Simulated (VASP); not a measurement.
# Rb6CuAs3 (Pm-3m) in VASP: single point with PBE

Aim: the single point of Rb6CuAs3 with PBE.

All numbers are computed with VASP 6.6.1; they aren't measurements. Logs are shortened: lines on timing, memory, paths and dates and some standing lists are left out, and cuts for length are marked.

**1. The cell of the first run**

Symmetry: Pm-3m, No. 221, cubic system. The conventional cell has a = 7.311 Å, b = 7.311 Å, c = 7.311 Å, α = 90.00°, β = 90.00°, γ = 90.00°. Rb (site symmetry 4mm) has 5 Rb at 2.97 to 3.11 Å and 4 As at 3.97 Å within 4.0 Å. Within 4.8 Å of Cu (site symmetry m-3m) lie 6 As at 3.66 Å. As (site symmetry 4/mmm) has 2 Cu at 3.66 Å and 8 Rb at 3.97 Å within 4.8 Å.

The cell was built from a structure type or drawn by symmetry, and may not be a known phase.

**2. Single point, PBE**

INCAR reads:

```
PREC = Accurate
ENCUT = 520
EDIFF = 1E-6
ISMEAR = 0
SIGMA = 0.1
LREAL = False
LASPH = True
NELM = 80
ALGO = Fast
ISIF = 2
LWAVE = False
LCHARG = False
GGA = PE
NBANDS = 51
```

KPOINTS reads:

```
regular mesh
0
Gamma
  4 4 4
```

POSCAR reads:

```
Rb6CuAs3
1.0
    7.3109772400      0.0000000000      0.0000000000
    0.0000000000      7.3109772400      0.0000000000
    0.0000000000      0.0000000000      7.3109772400
Rb Cu As
6 1 3
Direct
    0.7126532500      0.0000000000      0.0000000000
    0.2873467500      0.0000000000      0.0000000000
    0.0000000000      0.7126532500      0.0000000000
    0.0000000000      0.2873467500      0.0000000000
    0.0000000000      0.0000000000      0.7126532500
    0.0000000000      0.0000000000      0.2873467500
    0.5000000000      0.5000000000      0.5000000000
    0.0000000000      0.5000000000      0.5000000000
    0.5000000000      0.0000000000      0.5000000000
    0.5000000000      0.5000000000      0.0000000000
```

Potentials or basis: VASP PAW PBE potentials, release 64 (Rb_sv, Cu, As).

Launch:

```sh
$ cat potpaw_PBE.64/Rb_sv/POTCAR potpaw_PBE.64/Cu/POTCAR potpaw_PBE.64/As/POTCAR > POTCAR
$ mpirun -np 1 vasp_std > vasp.out
```

OUTCAR:

```text
PREC = Accurate
   ENCUT = 520
   EDIFF = 1E-6
   ISMEAR = 0
   LREAL = False
   LASPH = True
   NELM = 80
   ISIF = 2
   GGA = PE

 ion  position               nearest neighbor table
   1  0.713  0.000  0.000-   3 2.97   4 2.97   5 2.97   6 2.97   2 3.11   9 3.97  10 3.97   9 3.97
                            10 3.97   2 4.20   6 5.62   5 5.62   4 5.62   3 5.62   3 5.62   4 5.62
   2  0.287  0.000  0.000-   3 2.97   4 2.97   5 2.97   6 2.97   1 3.11   9 3.97  10 3.97   9 3.97
                            10 3.97   1 4.20   3 5.62   5 5.62   3 5.62   6 5.62   4 5.62   4 5.62
   3  0.000  0.713  0.000-   1 2.97   2 2.97   5 2.97   6 2.97   4 3.11   8 3.97  10 3.97   8 3.97
                            10 3.97   4 4.20   6 5.62   5 5.62   1 5.62   2 5.62   5 5.62   6 5.62
   4  0.000  0.287  0.000-   1 2.97   2 2.97   5 2.97   6 2.97   3 3.11   8 3.97  10 3.97   8 3.97
                            10 3.97   3 4.20   6 5.62   5 5.62   1 5.62   6 5.62   1 5.62   2 5.62
   5  0.000  0.000  0.713-   1 2.97   2 2.97   3 2.97   4 2.97   6 3.11   8 3.97   9 3.97   8 3.97
                             9 3.97   6 4.20   1 5.62   2 5.62   3 5.62   4 5.62   4 5.62   1 5.62
   6  0.000  0.000  0.287-   1 2.97   2 2.97   3 2.97   4 2.97   5 3.11   8 3.97   9 3.97   8 3.97
                             9 3.97   5 4.20   3 5.62   4 5.62   1 5.62   3 5.62   4 5.62   1 5.62
   7  0.500  0.500  0.500-
   8  0.000  0.500  0.500-   3 3.97   4 3.97   5 3.97   6 3.97   3 3.97   4 3.97   5 3.97   6 3.97

   9  0.500  0.000  0.500-   1 3.97   2 3.97   5 3.97   6 3.97   1 3.97   2 3.97   5 3.97   6 3.97

  10  0.500  0.500  0.000-   1 3.97   2 3.97   3 3.97   4 3.97   1 3.97   2 3.97   3 3.97   4 3.97

  LATTYP: Found a simple cubic cell.
 ALAT       =     7.3109772400

  Lattice vectors:

 A1 = (   7.3109772400,   0.0000000000,   0.0000000000)
 A2 = (   0.0000000000,   7.3109772400,   0.0000000000)
 A3 = (   0.0000000000,   0.0000000000,   7.3109772400)

Analysis of symmetry for initial positions (statically):
=====================================================================
 Subroutine PRICEL returns:
 Original cell was already a primitive cell.

 Routine SETGRP: Setting up the symmetry group for a
 simple cubic supercell.

 Subroutine GETGRP returns: Found 48 space group operations
 (whereof 48 operations were pure point group operations)
 out of a pool of 48 trial point group operations.

The static configuration has the point symmetry O_h .

Analysis of symmetry for dynamics (positions and initial velocities):
=====================================================================
 Subroutine PRICEL returns:
 Original cell was already a primitive cell.

 Routine SETGRP: Setting up the symmetry group for a
 simple cubic supercell.

 Subroutine GETGRP returns: Found 48 space group operations
 (whereof 48 operations were pure point group operations)
 out of a pool of 48 trial point group operations.

The dynamic configuration has the point symmetry O_h .

 Subroutine INISYM returns: Found 48 space group operations
 (whereof 48 operations are pure point group operations),
 and found     1 'primitive' translations

----------------------------------------------------------------------------------------

                                     Primitive cell

  volume of cell :     390.7746

  direct lattice vectors                    reciprocal lattice vectors
     7.310977240  0.000000000  0.000000000     0.136780620  0.000000000  0.000000000
     0.000000000  7.310977240  0.000000000     0.000000000  0.136780620  0.000000000
     0.000000000  0.000000000  7.310977240     0.000000000  0.000000000  0.136780620

  length of vectors
     7.310977240  7.310977240  7.310977240     0.136780620  0.136780620  0.136780620

  position of ions in fractional coordinates (direct lattice)
     0.712653250  0.000000000  0.000000000
     0.287346750  0.000000000  0.000000000
     0.000000000  0.712653250  0.000000000
     0.000000000  0.287346750  0.000000000
     0.000000000  0.000000000  0.712653250
     0.000000000  0.000000000  0.287346750
     0.500000000  0.500000000  0.500000000
     0.000000000  0.500000000  0.500000000
     0.500000000  0.000000000  0.500000000
     0.500000000  0.500000000  0.000000000

  ion indices of the primitive-cell ions
   primitive index   ion index
                 1           1
                 2           2
                 3           3
                 4           4
                 5           5
                 6           6
                 7           7
                 8           8
                 9           9
                10          10

----------------------------------------------------------------------------------------

 KPOINTS: regular mesh

Automatic generation of k-mesh.
 Grid dimensions read from file:
 generate k-points for:    4    4    4

 Generating k-lattice:

  Cartesian coordinates                     Fractional coordinates (reciprocal lattice)
     0.034195155  0.000000000  0.000000000     0.250000000  0.000000000  0.000000000
     0.000000000  0.034195155  0.000000000     0.000000000  0.250000000  0.000000000
     0.000000000  0.000000000  0.034195155     0.000000000  0.000000000  0.250000000

  Length of vectors
     0.034195155  0.034195155  0.034195155

  Shift w.r.t. Gamma in fractional coordinates (k-lattice)
     0.000000000  0.000000000  0.000000000

 Subroutine IBZKPT returns following result:
 ===========================================

 Found     10 irreducible k-points:

 Following reciprocal coordinates:
            Coordinates               Weight
  0.000000  0.000000  0.000000      1.000000
  0.250000  0.000000  0.000000      6.000000
  0.500000  0.000000  0.000000      3.000000
  0.250000  0.250000  0.000000     12.000000
  0.500000  0.250000  0.000000     12.000000
  0.500000  0.500000  0.000000      3.000000
  0.250000  0.250000  0.250000      8.000000
  0.500000  0.250000  0.250000     12.000000
  0.500000  0.500000  0.250000      6.000000
  0.500000  0.500000  0.500000      1.000000
   k-points           NKPTS =     10   k-points in BZ     NKDIM =     10   number of bands    NBANDS=     51
   number of dos      NEDOS =    301   number of ions     NIONS =     10
   total plane-waves  NPLWV = 157464
   dimension x,y,z NGX =    54 NGY =   54 NGZ =   54
   dimension x,y,z NGXF=   108 NGYF=  108 NGZF=  108
   ions per type =               6   1   3
   NGX,Y,Z   is equivalent  to a cutoff of  12.28, 12.28, 12.28 a.u.
   NGXF,Y,Z  is equivalent  to a cutoff of  24.56, 24.56, 24.56 a.u.
 SYSTEM =  unknown system
   PREC   = accura    normal or accurate (medium, high low for compatibility)
   ISTART =      0    job   : 0-new  1-cont  2-samecut
   ICHARG =      2    charge: 1-file 2-atom 10-const
   ISPIN  =      1    spin polarized calculation?
   LNONCOLLINEAR =      F non collinear calculations
   LSORBIT =      F    spin-orbit coupling
   LASPH  =      T    aspherical Exc in radial PAW
   ENCUT  =  520.0 eV  38.22 Ry    6.18 a.u.  13.59 13.59 13.59*2*pi/ulx,y,z
   NELM   =     80;   NELMIN=  2; NELMDL= -5     # of ELM steps
   EDIFF  = 0.1E-05   stopping-criterion for ELM
   LREAL  =      F    real-space projection
   EDIFFG = 0.1E-04   stopping-criterion for IOM
   NSW    =      0    number of steps for IOM
   IBRION =     -1    ionic relax: 0-MD 1-quasi-New 2-CG
   NFREE  =      0    steps in history (QN), initial steepest desc. (CG)
   ISIF   =      2    stress and relaxation
   ISYM   =      2    0-nonsym 1-usesym 2-fastsym
   POTIM  = 0.5000    time-step for ionic-motion
   TEBEG  =    0.0;   TEEND  =   0.0 temperature during run
   PSTRESS=    0.0 pullay stress
   NELECT =      80.0000    total number of electrons
   NUPDOWN=      -1.0000    fix difference up-down
   EMIN   =  10.00;   EMAX   =-10.00  energy-range for DOS
   EFERMI =   0.00;   METHOD = LEGACY
   ISMEAR =     0;   SIGMA  =   0.10  broadening in eV -4-tet -1-fermi 0-gaus
   EFERMI_NEDOS =   21; number of points for ismear=-14 and -15
   IALGO  =     68    algorithm
   IMIX   =      4    mixing-type and parameters
     AMIX     =   0.40;   BMIX     =  1.00
     AMIX_MAG =   1.60;   BMIX_MAG =  1.00
  volume/ion in A,a.u.               =      39.08       263.71
  Fermi-wavevector in a.u.,A,eV,Ry     =   0.964857  1.823314 12.666317  0.930948
  Thomas-Fermi vector in A             =   2.094524
   LORBIT       =      0    0 simple, 1 ext, 2 COOP (PROOUT), +10 PAW based schemes
   GGA     = PE    functional components
   LHFCALC =     F    Hartree Fock is set to
   AEXX    =    0.0000 exact exchange contribution
   IVDW    =     0    specifies the selected vdW correction
   LEPSILON=     F    determine dielectric tensor
   LRPA    =     F    only Hartree local field effects (RPA)
 non-spin polarized calculation
 RMM-DIIS sequential band-by-band and
 Gauss-broadening in eV      SIGMA  =   0.10
  energy-cutoff  :      520.00
  volume of cell :      390.77
 maximum number of plane-waves:     10568
   NGX = 27   NGY = 27   NGZ = 27

 number of electron      79.9999981 magnetization

 Free energy of the ion-electron system (eV)
  ---------------------------------------------------
  ext. energy  EPLUGINS =         0.00000000
  ---------------------------------------------------
  free energy    TOTEN  =       -11.46854985 eV

  energy without entropy =      -11.43133421  energy(sigma->0) =      -11.44994203

 E-fermi :   1.2065     XC(G=0):  -7.6719

 val. band max:        1.1929455256   @ k =   0.5000   0.5000   0.2500
 cond. band min:       1.2246161478   @ k =   0.2500   0.0000   0.0000
 fundamental gap:      0.0316706222
 Fermi energy:         1.2064949910

 k-point     1 :       0.0000    0.0000    0.0000
  band No.  band energies     occupation
      1     -29.0422      2.00000
      2     -28.3253      2.00000
      3     -28.3253      2.00000
      4     -28.3253      2.00000
      5     -28.1941      2.00000
      6     -28.1941      2.00000
[... 43 lines left out ...]
     50       3.8456      0.00000
     51       4.0361      0.00000

 k-point     2 :       0.2500    0.0000    0.0000
  band No.  band energies     occupation
      1     -29.0245      2.00000
      2     -28.4141      2.00000
      3     -28.3253      2.00000
      4     -28.3253      2.00000
      5     -28.1941      2.00000
      6     -28.1225      2.00000
[... 43 lines left out ...]
     50       4.1655      0.00000
     51       4.2005      0.00000

 k-point     3 :       0.5000    0.0000    0.0000
  band No.  band energies     occupation
      1     -29.0046      2.00000
      2     -28.4763      2.00000
      3     -28.3253      2.00000
      4     -28.3253      2.00000
      5     -28.1941      2.00000
      6     -28.0798      2.00000
[... 43 lines left out ...]
     50       4.2848      0.00000
     51       4.4136      0.00000
[... 271 lines left out ...]
 k-point     9 :       0.5000    0.5000    0.2500
  band No.  band energies     occupation
      1     -28.9406      2.00000
      2     -28.4763      2.00000
      3     -28.4763      2.00000
      4     -28.4094      2.00000
      5     -28.0714      2.00000
      6     -28.0299      2.00000
[... 43 lines left out ...]
     50       4.1206      0.00000
     51       4.1565      0.00000

 k-point    10 :       0.5000    0.5000    0.5000
  band No.  band energies     occupation
      1     -28.9147      2.00000
      2     -28.4763      2.00000
      3     -28.4763      2.00000
      4     -28.4763      2.00000
      5     -28.0299      2.00000
      6     -28.0299      2.00000
[... 43 lines left out ...]
     50       4.0469      0.00000
     51       4.1074      0.00000

------------------------ aborting loop because EDIFF is reached ----------------------------------------

  FORCE on cell =-STRESS in cart. coord.  units (eV):
  Direction    XX          YY          ZZ          XY          YZ          ZX
  --------------------------------------------------------------------------------------
  -------------------------------------------------------------------------------------
  Total        3.9907753      3.9907753      3.9907753      0.0000000      0.0000000      0.0000000
  in kB       16.3621948     16.3621948     16.3621948      0.0000000      0.0000000      0.0000000
  external PRESSURE =      16.3621948 kB  Pullay stress =       0.0000000 kB

 VOLUME and BASIS-vectors are now :
 -----------------------------------------------------------------------------
  energy-cutoff  :      520.00
  volume of cell :      390.77
      direct lattice vectors                 reciprocal lattice vectors
     7.310977240  0.000000000  0.000000000     0.136780620  0.000000000  0.000000000
     0.000000000  7.310977240  0.000000000     0.000000000  0.136780620  0.000000000
     0.000000000  0.000000000  7.310977240     0.000000000  0.000000000  0.136780620

 POSITION                                       TOTAL-FORCE (eV/Angst)
 -----------------------------------------------------------------------------------
      5.21019      0.00000      0.00000        -3.079802     -0.000000     -0.000000
      2.10079      0.00000      0.00000         3.079802     -0.000000     -0.000000
      0.00000      5.21019      0.00000         0.000000     -3.079802     -0.000000
      0.00000      2.10079      0.00000         0.000000      3.079802     -0.000000
      0.00000      0.00000      5.21019         0.000000     -0.000000     -3.079802
      0.00000      0.00000      2.10079         0.000000     -0.000000      3.079802
      3.65549      3.65549      3.65549         0.000000     -0.000000     -0.000000
      0.00000      3.65549      3.65549         0.000000     -0.000000     -0.000000
      3.65549      0.00000      3.65549         0.000000     -0.000000     -0.000000
      3.65549      3.65549      0.00000         0.000000     -0.000000     -0.000000
 -----------------------------------------------------------------------------------
    total drift:                                0.000000     -0.000000      0.000000

  FREE ENERGIE OF THE ION-ELECTRON SYSTEM (eV)
  ---------------------------------------------------
  free  energy   TOTEN  =       -11.4685498451 eV

  energy  without entropy=      -11.4313342144  energy(sigma->0) =      -11.44994203
```

Wall time 21 min (1 thread of Oxide Virtual Turin-like, shared host); peak memory 0.45 GiB.

What came out:

| Quantity | Value |
| --- | --- |
| Free energy | -11.4685 eV |
| Pressure | 1.6 GPa |
| Largest force | 3.080 eV/Å |
| Band gap on the k mesh | zero (bands 40 and 41 overlap by 0.60 eV) |

Forces on the atoms (eV/Å):
```
Rb  -3.080  0.000  0.000
Rb   3.080  0.000  0.000
Rb   0.000 -3.080  0.000
Rb   0.000  3.080  0.000
Rb   0.000  0.000 -3.080
Rb   0.000  0.000  3.080
Cu   0.000  0.000  0.000
As   0.000  0.000  0.000
As   0.000  0.000  0.000
As   0.000  0.000  0.000
```

Caveat: forces of over 1 eV/Å act on the atoms, so gaps and moduli don't describe the material at rest.
